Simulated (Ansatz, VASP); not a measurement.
**One calculation of La2SnO, two programs**

```
La Sn O
1.0
     3.79042    0.00000    0.00000
    -1.89521    3.28260    0.00000
     0.00000    0.00000   15.99294
La Sn O
4 2 2
Direct
  0.66667 0.33333 0.41265
  0.33333 0.66667 0.58735
  0.33333 0.66667 0.91265
  0.66667 0.33333 0.08735
  0.66667 0.33333 0.75000
  0.33333 0.66667 0.25000
  0.00000 0.00000 0.00000
  0.00000 0.00000 0.50000
```

Change from the starting cell: species swapped into the Ti2InN type (P6_3/mmc, No. 194).

Alike in both runs: functional PBE; k mesh 12 × 12 × 4; occupations gaussian, width 0.1 eV; no spin polarisation.

Ansatz relaxed the structure, and its values are those at the end. VASP's run is a single point on that final structure, the one shown.

|  | VASP | Ansatz |
| --- | --- | --- |
| version | VASP 6.6.1 | Ansatz 0.2.0 |
| potentials or method | VASP PAW PBE potentials, release 64 (La, Sn_d, O), cutoff 520 eV | scalar-relativistic, plane waves, PAW |
| valence electrons in the cell | 84 | 84 |

```csv
,VASP,Ansatz,Ansatz less VASP
gap on the k mesh at the Fermi level (eV),none,none,-
pressure (GPa),-0.2,0.0,+0.14
```

A gap of «none» marks a metal or a gap that the smearing closes.

Spin-orbit coupling is off throughout.
